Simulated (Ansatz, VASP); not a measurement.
## Two plane-wave programs on MgO

```
Mg O
1.0
     0.00000    2.04716    2.12692
     2.12692    0.00000    2.12692
     2.12692    2.04716    0.00000
Mg O
1 1
Direct
  0.00000 0.00000 0.00000
  0.50000 0.50000 0.50000
```

Change from the starting cell: strain -0.0375 x Voigt [0, 1, 0, 0, 0, 0], atoms carried along.

Alike in both runs: task single point; functional PBE; k mesh 10 × 10 × 10; occupations gaussian, width 0.05 eV; no spin polarisation.

```csv
,VASP,Ansatz
version,VASP 6.6.1,Ansatz 0.2.0
potentials or method,"VASP PAW PBE potentials, release 64 (Mg, O), cutoff 520 eV","scalar-relativistic, plane waves, PAW"
valence electrons in the cell,8,16
```

```tsv
	VASP	Ansatz	Ansatz less VASP
gap on the k mesh at the Fermi level (eV)	4.77	4.79	+0.016
least direct gap on the mesh (eV)	4.77	4.79	+0.016
pressure (GPa)	5.9	6.7	+0.73
traceless stress, the component that is largest in VASP (GPa)	6.10	6.05	-0.046
```

With one functional, cell and mesh, what is left measures potentials, basis and numerics. VASP's potentials hold 8 valence electrons a cell and Ansatz's 16, so a difference there can come from the potentials and not from the codes.
